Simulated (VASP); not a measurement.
# CuAu3 (P4/mmm) in VASP: further runs

CuAu3 is run at these levels: PBEsol; tasks: single point.

Program: VASP 6.6.1. These are calculated values, not measurements. Logs are shortened: lines on timing, memory, paths and dates and some standing lists are left out, and cuts for length are marked.

### Step 1. The cell of the first run

The structure is tetragonal, space group P4/mmm (No. 123). Conventional cell: a = 4.213 Å, b = 4.213 Å, c = 3.831 Å, α = 90.00°, β = 90.00°, γ = 90.00°. Within 3.9 Å of Cu (site symmetry 4/mmm) lie 12 Au at 2.85 to 2.98 Å and 2 Cu at 3.83 Å. Within 3.9 Å of Au (site symmetry mmm) lie 4 Cu at 2.85 Å and 10 Au at 2.85 to 3.83 Å. Au (site symmetry 4/mmm) has 10 Au at 2.85 to 3.83 Å and 4 Cu at 2.98 Å within 3.9 Å.

### Step 2. Single point, PBEsol (biaxial strain in the a-b plane: +6.0 %)

INCAR

```
PREC = Accurate ; ENCUT = 520
EDIFF = 1E-6 ; ISMEAR = 0
SIGMA = 0.1 ; LREAL = False
LASPH = True ; NELM = 100
ALGO = Fast ; ISIF = 2
LWAVE = False ; LCHARG = True
GGA = PS ; LELF = True
LVHAR = True ; NBANDS = 30
```

KPOINTS

```
regular mesh
0
Gamma
  14 14 14
```

POSCAR

```
CuAu3
1.0
    4.2127068537      0.0000000000      0.0000000000
    0.0000000000      4.2127068537      0.0000000000
    0.0000000000      0.0000000000      3.8311786858
Cu Au
1 3
Direct
    0.0000000000      0.0000000000      0.0000000000
    0.0000000000      0.5000000000      0.5000000000
    0.5000000000      0.0000000000      0.5000000000
    0.5000000000      0.5000000000      0.0000000000
```

Potentials or basis: VASP PAW PBE potentials, release 64 (Cu, Au).

The run is started by

```
$ cat potpaw_PBE.64/Cu/POTCAR potpaw_PBE.64/Au/POTCAR > POTCAR
$ mpirun -np 1 vasp_std > vasp.out
```

OUTCAR:

```text
PREC = Accurate
   ENCUT = 520
   EDIFF = 1E-6
   ISMEAR = 0
   LREAL = False
   LASPH = True
   NELM = 100
   ISIF = 2
   GGA = PS

 ion  position               nearest neighbor table
   1  0.000  0.000  0.000-   2 2.85   3 2.85   2 2.85   3 2.85   2 2.85   2 2.85   3 2.85   3 2.85
                             4 2.98   4 2.98   4 2.98   4 2.98
   2  0.000  0.500  0.500-   1 2.85   4 2.85   1 2.85   4 2.85   1 2.85   1 2.85   4 2.85   4 2.85
                             3 2.98   3 2.98   3 2.98   3 2.98
   3  0.500  0.000  0.500-   1 2.85   4 2.85   1 2.85   4 2.85   4 2.85   4 2.85   1 2.85   1 2.85
                             2 2.98   2 2.98   2 2.98   2 2.98
   4  0.500  0.500  0.000-   2 2.85   3 2.85   2 2.85   3 2.85   3 2.85   3 2.85   2 2.85   2 2.85
                             1 2.98   1 2.98   1 2.98   1 2.98

  LATTYP: Found a simple tetragonal cell.
 ALAT       =     4.2127068537
 C/A-ratio  =     0.9094339623

  Lattice vectors:

 A1 = (   4.2127068537,   0.0000000000,   0.0000000000)
 A2 = (   0.0000000000,   4.2127068537,   0.0000000000)
 A3 = (   0.0000000000,   0.0000000000,   3.8311786858)

Analysis of symmetry for initial positions (statically):
=====================================================================
 Subroutine PRICEL returns:
 Original cell was already a primitive cell.

 Routine SETGRP: Setting up the symmetry group for a
 simple tetragonal supercell.

 Subroutine GETGRP returns: Found 16 space group operations
 (whereof 16 operations were pure point group operations)
 out of a pool of 16 trial point group operations.

The static configuration has the point symmetry D_4h.

Analysis of symmetry for dynamics (positions and initial velocities):
=====================================================================
 Subroutine PRICEL returns:
 Original cell was already a primitive cell.

 Routine SETGRP: Setting up the symmetry group for a
 simple tetragonal supercell.

 Subroutine GETGRP returns: Found 16 space group operations
 (whereof 16 operations were pure point group operations)
 out of a pool of 16 trial point group operations.

The dynamic configuration has the point symmetry D_4h.

 Subroutine INISYM returns: Found 16 space group operations
 (whereof 16 operations are pure point group operations),
 and found     1 'primitive' translations

----------------------------------------------------------------------------------------

                                     Primitive cell

  volume of cell :      67.9915

  direct lattice vectors                    reciprocal lattice vectors
     4.212706854  0.000000000  0.000000000     0.237377068  0.000000000  0.000000000
     0.000000000  4.212706854  0.000000000     0.000000000  0.237377068  0.000000000
     0.000000000  0.000000000  3.831178686     0.000000000  0.000000000  0.261016278

  length of vectors
     4.212706854  4.212706854  3.831178686     0.237377068  0.237377068  0.261016278

  position of ions in fractional coordinates (direct lattice)
     0.000000000  0.000000000  0.000000000
     0.000000000  0.500000000  0.500000000
     0.500000000  0.000000000  0.500000000
     0.500000000  0.500000000  0.000000000

  ion indices of the primitive-cell ions
   primitive index   ion index
                 1           1
                 2           2
                 3           3
                 4           4

----------------------------------------------------------------------------------------

 KPOINTS: regular mesh

Automatic generation of k-mesh.
 Grid dimensions read from file:
 generate k-points for:   14   14   14

 Generating k-lattice:

  Cartesian coordinates                     Fractional coordinates (reciprocal lattice)
     0.016955505  0.000000000  0.000000000     0.071428571  0.000000000  0.000000000
     0.000000000  0.016955505  0.000000000     0.000000000  0.071428571  0.000000000
     0.000000000  0.000000000  0.018644020     0.000000000  0.000000000  0.071428571

  Length of vectors
     0.016955505  0.016955505  0.018644020

  Shift w.r.t. Gamma in fractional coordinates (k-lattice)
     0.000000000  0.000000000  0.000000000

 Subroutine IBZKPT returns following result:
 ===========================================

 Found    288 irreducible k-points:

 Following reciprocal coordinates:
            Coordinates               Weight
  0.000000  0.000000  0.000000      1.000000
  0.071429  0.000000  0.000000      4.000000
  0.142857  0.000000  0.000000      4.000000
  0.214286  0.000000  0.000000      4.000000
  0.285714  0.000000  0.000000      4.000000
  0.357143  0.000000  0.000000      4.000000
[... 16 lines left out ...]
  0.285714  0.214286  0.000000      8.000000
  0.357143  0.214286  0.000000      8.000000
 [... further k-points ...]
   k-points           NKPTS =    288   k-points in BZ     NKDIM =    288   number of bands    NBANDS=     30
   number of dos      NEDOS =    301   number of ions     NIONS =      4
[... 49 lines left out ...]
 Gauss-broadening in eV      SIGMA  =   0.10
  energy-cutoff  :      520.00
  volume of cell :       67.99
 maximum number of plane-waves:      1850
 NGX is ok and might be reduce to    32
   NGX = 15   NGY = 15   NGZ = 15

 number of electron      44.0000004 magnetization

 Free energy of the ion-electron system (eV)
  ---------------------------------------------------
  ext. energy  EPLUGINS =         0.00000000
  ---------------------------------------------------
  free energy    TOTEN  =       -15.97343240 eV

  energy without entropy =      -15.96745940  energy(sigma->0) =      -15.97044590

 E-fermi :   7.8528     XC(G=0): -12.4305

 val. band max:        7.8458215075   @ k =   0.3571   0.2143   0.3571
 cond. band min:       7.8789748676   @ k =   0.0714   0.0714   0.2143
 fundamental gap:      0.0331533600
 Fermi energy:         7.8528301288

 k-point     1 :       0.0000    0.0000    0.0000
  band No.  band energies     occupation
      1      -1.3696      2.00000
      2       1.0591      2.00000
      3       1.7434      2.00000
      4       1.7979      2.00000
      5       1.7979      2.00000
      6       1.8516      2.00000
[... 22 lines left out ...]
     29      16.7435      0.00000
     30      18.0632      0.00000

 k-point     2 :       0.0714    0.0000    0.0000
  band No.  band energies     occupation
      1      -1.3167      2.00000
      2       1.0888      2.00000
      3       1.7587      2.00000
      4       1.8098      2.00000
      5       1.8305      2.00000
      6       1.8763      2.00000
[... 22 lines left out ...]
     29      16.8165      0.00000
     30      18.0703      0.00000

 k-point     3 :       0.1429    0.0000    0.0000
  band No.  band energies     occupation
      1      -1.1595      2.00000
      2       1.1747      2.00000
      3       1.7947      2.00000
      4       1.8442      2.00000
      5       1.9275      2.00000
      6       1.9500      2.00000
[... 22 lines left out ...]
     29      16.9466      0.00000
     30      17.9696      0.00000

 k-point     4 :       0.2143    0.0000    0.0000
  band No.  band energies     occupation
      1      -0.9038      2.00000
      2       1.3062      2.00000
      3       1.8298      2.00000
      4       1.8969      2.00000
      5       2.0714      2.00000
      6       2.0869      2.00000
[... 22 lines left out ...]
     29      17.0054      0.00000
     30      17.5818      0.00000

 k-point     5 :       0.2857    0.0000    0.0000
  band No.  band energies     occupation
      1      -0.5618      2.00000
      2       1.4582      2.00000
      3       1.8459      2.00000
      4       1.9603      2.00000
      5       2.2370      2.00000
      6       2.3045      2.00000
[... 22 lines left out ...]
     29      16.9646      0.00000
     30      17.3374      0.00000
[... 526 lines left out ...]
     29      17.2413      0.00000
     30      18.1996      0.00000

 k-point    22 :       0.2143    0.2143    0.0000
  band No.  band energies     occupation
      1      -0.4578      2.00000
      2       1.5606      2.00000
      3       2.0140      2.00000
      4       2.0936      2.00000
      5       2.2029      2.00000
      6       2.2745      2.00000
[... 22 lines left out ...]
     29      18.2841      0.00000
     30      18.3889      0.00000

 k-point    23 :       0.2857    0.2143    0.0000
  band No.  band energies     occupation
      1      -0.1303      2.00000
      2       1.7241      2.00000
      3       2.0694      2.00000
      4       2.1843      2.00000
      5       2.3229      2.00000
      6       2.4623      2.00000
[... 22 lines left out ...]
     29      17.7884      0.00000
     30      18.3677      0.00000

 k-point    24 :       0.3571    0.2143    0.0000
  band No.  band energies     occupation
      1       0.2577      2.00000
      2       1.8455      2.00000
      3       2.0827      2.00000
      4       2.2640      2.00000
      5       2.4685      2.00000
      6       2.7051      2.00000
[... 22 lines left out ...]
     29      17.9970      0.00000
     30      18.4965      0.00000

 [... further k-points ...]
[... 5 lines left out ...]
  --------------------------------------------------------------------------------------
  -------------------------------------------------------------------------------------
  Total       -4.8052555     -4.8052555     -4.0701427      0.0000000      0.0000000     -0.0000000
  in kB     -113.2327822   -113.2327822    -95.9103176      0.0000000      0.0000000     -0.0000000
  external PRESSURE =    -107.4586273 kB  Pullay stress =       0.0000000 kB

 VOLUME and BASIS-vectors are now :
 -----------------------------------------------------------------------------
  energy-cutoff  :      520.00
  volume of cell :       67.99
      direct lattice vectors                 reciprocal lattice vectors
     4.212706854  0.000000000  0.000000000     0.237377068  0.000000000  0.000000000
     0.000000000  4.212706854  0.000000000     0.000000000  0.237377068  0.000000000
     0.000000000  0.000000000  3.831178686     0.000000000  0.000000000  0.261016278

 POSITION                                       TOTAL-FORCE (eV/Angst)
 -----------------------------------------------------------------------------------
      0.00000      0.00000      0.00000         0.000000      0.000000      0.000000
      0.00000      2.10635      1.91559         0.000000      0.000000      0.000000
      2.10635      0.00000      1.91559         0.000000      0.000000      0.000000
      2.10635      2.10635      0.00000         0.000000      0.000000      0.000000
 -----------------------------------------------------------------------------------
    total drift:                                0.000000     -0.000000     -0.000000

  FREE ENERGIE OF THE ION-ELECTRON SYSTEM (eV)
  ---------------------------------------------------
  free  energy   TOTEN  =       -15.9734323996 eV

  energy  without entropy=      -15.9674594046  energy(sigma->0) =      -15.97044590
```

Run time: 7 min. Hardware: 1 thread of Intel Xeon Platinum 8488C (Sapphire Rapids), shared host; peak memory 0.57 GiB.

Results:

| Property | Result |
| --- | --- |
| Free energy | -15.9734 eV |
| Pressure | -10.7 GPa |
| Band gap on the k mesh | zero (bands 22 and 23 overlap by 1.87 eV) |

Caveat: the cell differs from its parent crystal (biaxial strain in the a-b plane: +6.0 %); the cell stands under tension; the PAW data sets were made with another functional, which shifts forces and pressure a little; spin-orbit coupling is left out, which moves the levels of the heavy elements.

### Step 3. Single point, PBEsol (biaxial strain in the a-b plane: +4.0 %, then relaxed in part)

INCAR

```
SYSTEM = CuAu3
  PREC = Accurate
  ENCUT = 520
  EDIFF = 1E-7
  ISMEAR = 0
  SIGMA = 0.1
  LREAL = .False.
  LASPH = .True.
  NELM = 80
  ALGO = Fast
  ISIF = 2
  LWAVE = .False.
  LCHARG = .False.
  GGA = PS
  NBANDS = 30
```

KPOINTS

```
regular mesh
0
Gamma
  14 14 14
  0 0 0
```

POSCAR

```
CuAu3
1.0
    4.1332218187      0.0000000000      0.0000000000
    0.0000000000      4.1332218187      0.0000000000
    0.0000000000      0.0000000000      3.7205977690
Cu Au
1 3
Direct
    0.0000000000      0.0000000000      0.0000000000
    0.0000000000      0.5000000000      0.5000000000
    0.5000000000      0.0000000000      0.5000000000
    0.5000000000      0.5000000000      0.0000000000
```

Potentials or basis: VASP PAW PBE potentials, release 64 (Cu, Au).

The run is started by

```
$ cat potpaw_PBE.64/Cu/POTCAR potpaw_PBE.64/Au/POTCAR > POTCAR
$ mpirun -np 1 vasp_std > vasp.out
```

Run time: 9 min. Hardware: 1 thread of Oxide Virtual Turin-like, shared host; peak memory 0.51 GiB.

The run converged. Its results:

* Free energy: -16.1507 eV
* Pressure: -1.9 GPa
* Band gap on the k mesh: zero (bands 22 and 23 overlap by 2.21 eV)

Stress tensor (GPa, compression positive):
```
-2.72  0.00  0.00
 0.00 -2.72  0.00
 0.00  0.00 -0.17
```

Levels at points of the mesh, in eV from the Fermi level:
```
           k point  band 19  band 20  band 21  band 22  band 23  band 24  band 25  band 26
(0.00, 0.00, 0.00)    -1.46    -1.28    -1.28     0.42     0.42     2.37     4.97     5.72
(0.50, 0.00, 0.00)    -2.14    -1.87    -1.37    -1.37     5.05     5.19     5.48     5.64
(0.50, 0.50, 0.00)    -2.20    -2.20    -1.06    -0.61    -0.61    -0.57     9.42    10.43
(0.00, 0.00, 0.50)    -2.03    -1.99    -1.89    -1.62     4.52     4.67     5.97     5.97
(0.50, 0.00, 0.50)    -2.09    -2.08    -0.57     0.01     0.22     0.22     7.85     8.11
(0.50, 0.50, 0.50)    -1.53    -1.47    -1.07    -1.02    -1.02    -0.99     2.91     2.91
```

Caveat: the cell differs from its parent crystal (biaxial strain in the a-b plane: +4.0 %, then relaxed in part); the PAW data sets were made with another functional, which shifts forces and pressure a little; spin-orbit coupling is left out, which moves the levels of the heavy elements.

### Step 4. Single point, PBEsol (biaxial strain in the a-b plane: +6.0 %, then relaxed in part)

INCAR

```
PREC     = Accurate       # precision mode
ENCUT    = 520            # plane-wave cutoff, eV
EDIFF    = 1E-6           # SCF threshold, eV
ISMEAR   = 0              # smearing method
SIGMA    = 0.1            # smearing width, eV
LREAL    = F              # projectors in reciprocal space
LASPH    = T              # aspherical terms in the spheres
NELM     = 60             # most SCF steps
ALGO     = Fast           # electronic algorithm
ISIF     = 2              # what is computed and relaxed
LWAVE    = F              # write WAVECAR
LCHARG   = T              # write CHGCAR
GGA      = PS             # functional
LELF     = T              # ELF
LVHAR    = T            
NBANDS   = 30             # bands
```

KPOINTS

```
Automatic mesh
0
Gamma
  14 14 14
```

POSCAR

```
CuAu3
1.0
    4.2127068537      0.0000000000      0.0000000000
    0.0000000000      4.2127068537      0.0000000000
    0.0000000000      0.0000000000      3.5957960821
Cu Au
1 3
Direct
    0.0000000000      0.0000000000      0.0000000000
    0.0000000000      0.5000000000      0.5000000000
    0.5000000000      0.0000000000      0.5000000000
    0.5000000000      0.5000000000      0.0000000000
```

The run is started by

```
$ cat potpaw_PBE.64/Cu/POTCAR potpaw_PBE.64/Au/POTCAR > POTCAR
$ mpirun -np 1 vasp_std > vasp.out
```

It took 6 min on 1 thread of Oxide Virtual Turin-like, shared host; peak memory 0.51 GiB.

Results (log left out):

- Free energy: -16.1098 eV
- Pressure: -2.1 GPa
- Band gap on the k mesh: zero (bands 22 and 23 overlap by 2.33 eV)

Stress tensor (GPa, compression positive):
```
-3.12  0.00  0.00
 0.00 -3.12  0.00
 0.00  0.00 -0.09
```

Levels at points of the mesh, in eV from the Fermi level:
```csv
k point,band 18,band 19,band 20,band 21,band 22,band 23,band 24,band 25,band 26,band 27
"(0.00, 0.00, 0.00)",-1.46,-1.46,-1.23,-1.23,0.17,0.17,3.17,4.54,5.40,8.42
"(0.50, 0.00, 0.00)",-2.17,-2.11,-1.89,-1.36,-1.33,4.63,4.96,5.03,5.43,7.48
"(0.50, 0.50, 0.00)",-2.23,-2.21,-2.21,-1.20,-0.87,-0.87,-0.77,10.04,10.96,10.97
"(0.00, 0.00, 0.50)",-2.40,-2.09,-2.05,-1.92,-1.70,4.23,4.30,6.02,6.02,6.85
"(0.50, 0.00, 0.50)",-2.14,-2.06,-2.04,-0.47,0.09,0.36,0.36,7.63,7.74,7.93
"(0.50, 0.50, 0.50)",-1.45,-1.45,-1.41,-1.00,-0.95,-0.95,-0.92,2.93,2.93,3.40
```

Caveat: the cell differs from its parent crystal (biaxial strain in the a-b plane: +6.0 %, then relaxed in part); the PAW data sets were made with another functional, which shifts forces and pressure a little; spin-orbit coupling is left out, which moves the levels of the heavy elements.

### Step 5. Single point, PBEsol (biaxial strain in the a-b plane: +4.0 %)

INCAR

```
  PREC = Accurate
  ENCUT = 520
  EDIFF = 1E-6
  ISMEAR = 0
  SIGMA = 0.1
  LREAL = F
  LASPH = T
  NELM = 80
  ALGO = Fast
  ISIF = 2
  LWAVE = F
  LCHARG = F
  GGA = PS
  NBANDS = 30
```

KPOINTS

```
regular mesh
0
Gamma
  14 14 14
```

POSCAR

```
CuAu3
1.0
    4.1332218187      0.0000000000      0.0000000000
    0.0000000000      4.1332218187      0.0000000000
    0.0000000000      0.0000000000      3.8788697068
Cu Au
1 3
Direct
    0.0000000000      0.0000000000      0.0000000000
    0.0000000000      0.5000000000      0.5000000000
    0.5000000000      0.0000000000      0.5000000000
    0.5000000000      0.5000000000      0.0000000000
```

The run is started by

```
$ cat potpaw_PBE.64/Cu/POTCAR potpaw_PBE.64/Au/POTCAR > POTCAR
$ mpirun -np 1 vasp_std > vasp.out
```

Wall time 16 min (1 thread of Oxide Virtual Turin-like, shared host); peak memory 0.53 GiB.

It converged, with:

| Quantity | Value |
| --- | --- |
| Free energy | -16.0893 eV |
| Pressure | -7.9 GPa |
| Band gap on the k mesh | zero (bands 22 and 23 overlap by 1.89 eV) |

Stress tensor (GPa, compression positive):
```
-8.42  0.00  0.00
 0.00 -8.42  0.00
 0.00  0.00 -6.87
```

Levels at points of the mesh, in eV from the Fermi level:
| k point | band 18 | band 19 | band 20 | band 21 | band 22 | band 23 | band 24 | band 25 | band 26 | band 27 |
| --- | --- | --- | --- | --- | --- | --- | --- | --- | --- | --- |
| (0.00, 0.00, 0.00) | -1.48 | -1.48 | -1.34 | -1.34 | 0.74 | 0.74 | 1.86 | 4.99 | 5.59 | 6.93 |
| (0.50, 0.00, 0.00) | -2.10 | -2.02 | -1.80 | -1.45 | -1.37 | 5.07 | 5.25 | 5.39 | 5.70 | 6.31 |
| (0.50, 0.50, 0.00) | -2.09 | -2.09 | -2.08 | -0.93 | -0.45 | -0.45 | -0.43 | 8.75 | 9.56 | 9.68 |
| (0.00, 0.00, 0.50) | -2.22 | -1.95 | -1.90 | -1.76 | -1.52 | 4.58 | 4.71 | 5.79 | 5.79 | 6.40 |
| (0.50, 0.00, 0.50) | -2.05 | -2.03 | -2.01 | -0.65 | -0.09 | 0.02 | 0.03 | 7.81 | 8.16 | 8.33 |
| (0.50, 0.50, 0.50) | -1.55 | -1.55 | -1.49 | -0.93 | -0.87 | -0.87 | -0.86 | 2.69 | 2.69 | 2.90 |

Caveat: the cell differs from its parent crystal (biaxial strain in the a-b plane: +4.0 %); the cell stands under tension; the PAW data sets were made with another functional, which shifts forces and pressure a little; spin-orbit coupling is left out, which moves the levels of the heavy elements.

### Step 6. Overview

```tsv
cell	further INCAR settings	gap on the mesh (eV)	pressure (GPa)
a = 4.213, b = 4.213, c = 3.831 Å, 4 atoms	ALGO = Fast; EDIFF = 1e-06; NBANDS = 30	none	-10.7
a = 4.133, b = 4.133, c = 3.721 Å, 4 atoms	ALGO = Fast; EDIFF = 1e-07; NBANDS = 30	none	-1.9
a = 4.213, b = 4.213, c = 3.596 Å, 4 atoms	ALGO = Fast; EDIFF = 1e-06; NBANDS = 30	none	-2.1
a = 4.133, b = 4.133, c = 3.879 Å, 4 atoms	ALGO = Fast; EDIFF = 1e-06; NBANDS = 30	none	-7.9
```

Alike in all rows: task single point; level PBEsol; potentials or basis VASP PAW PBE potentials, release 64 (Cu, Au); no spin polarisation; k mesh 14 × 14 × 14; cutoff (eV) 520; smearing gaussian 0.1 eV.

Caveats: the PAW data sets were made with another functional, which shifts forces and pressure a little; spin-orbit coupling is left out, which moves the levels of the heavy elements; the cell stands under tension (at least some runs).

Absolute energies hang on the potentials; compare differences alone.

The gap in the log of VASP goes by the Fermi energy; the results here count the filled bands.